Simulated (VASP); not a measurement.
A run of VASP 6.6.1:

INCAR

```
SYSTEM = Pb2O
PREC = Accurate
ENCUT = 600
EDIFF = 1E-6
ISMEAR = -1
SIGMA = 0.1
LREAL = .FALSE.
LASPH = .TRUE.
NELM = 100
ALGO = Normal
ISIF = 3
LWAVE = .FALSE.
LCHARG = .FALSE.
IBRION = 2
NSW = 80
EDIFFG = -0.01
```

File KPOINTS:

```
regular mesh
0
G
  6 6 6
  0 0 0
```

POSCAR

```
Pb2O
1.0
    5.3800000000      0.0000000000      0.0000000000
    0.0000000000      5.3800000000      0.0000000000
    0.0000000000      0.0000000000      5.3800000000
Pb O
4 2
Direct
    0.2500000000      0.2500000000      0.2500000000
    0.7500000000      0.7500000000      0.2500000000
    0.2500000000      0.7500000000      0.7500000000
    0.7500000000      0.2500000000      0.7500000000
    0.0000000000      0.0000000000      0.0000000000
    0.5000000000      0.5000000000      0.5000000000
```

Potentials or basis: VASP PAW LDA potentials, release 64 (Pb_d, O).

Launch:

```sh
$ cat potpaw_LDA.64/Pb_d/POTCAR potpaw_LDA.64/O/POTCAR > POTCAR
$ mpirun -np 1 vasp_std > vasp.out
```

Hardware: 1 thread of Intel(R) Xeon(R) Platinum 8259CL CPU @ 2.50GHz (Skylake/Cascade Lake), with other jobs on the host.

Question: How long does it take, and how much memory?

Answer: Wall time 5.9 min on 1 thread of Intel(R) Xeon(R) Platinum 8259CL CPU @ 2.50GHz (Skylake/Cascade Lake), with other jobs on the host, peak memory 0.34 GiB. Counts: scf iterations 35, k points 20, ion steps 3.
